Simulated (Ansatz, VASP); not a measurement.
Sc4AlAs in VASP and in Ansatz

```
Sc Al As
1.0
     0.00000    3.82462    3.82462
     3.82462    0.00000    3.82462
     3.82462    3.82462    0.00000
Sc Al As
4 1 1
Direct
  0.87913 0.37362 0.37362
  0.37362 0.37362 0.37362
  0.37362 0.87913 0.37362
  0.37362 0.37362 0.87913
  0.75000 0.75000 0.75000
  0.00000 0.00000 0.00000
```

Change from the starting cell: species swapped into the Be4AlNi type (F-43m, No. 216).

Alike in both runs: task single point; functional PBE; k mesh 4 × 4 × 4; occupations gaussian, width 0.1 eV; no spin polarisation.

```csv
,VASP,Ansatz
version,VASP 6.6.1,Ansatz 0.2.0
potentials or method,"VASP PAW PBE potentials, release 64 (Sc_sv, Al, As), cutoff 520 eV","scalar-relativistic, plane waves, PAW"
valence electrons in the cell,52,62
```

```csv
,VASP,Ansatz,Ansatz less VASP
gap on the k mesh at the Fermi level (eV),none,none,-
pressure (GPa),11.3,11.1,-0.21
rms of the force components (eV/Å),0.367,0.360,-0.0074
```

Atom by atom the forces differ by 0.007 eV/Å (rms over components). A gap of «none» marks a metal or a gap that the smearing closes. The functional is the same, so the differences come from potentials, cutoffs and numerics. VASP's potentials hold 52 valence electrons a cell and Ansatz's 62, so a difference there can come from the potentials and not from the codes.
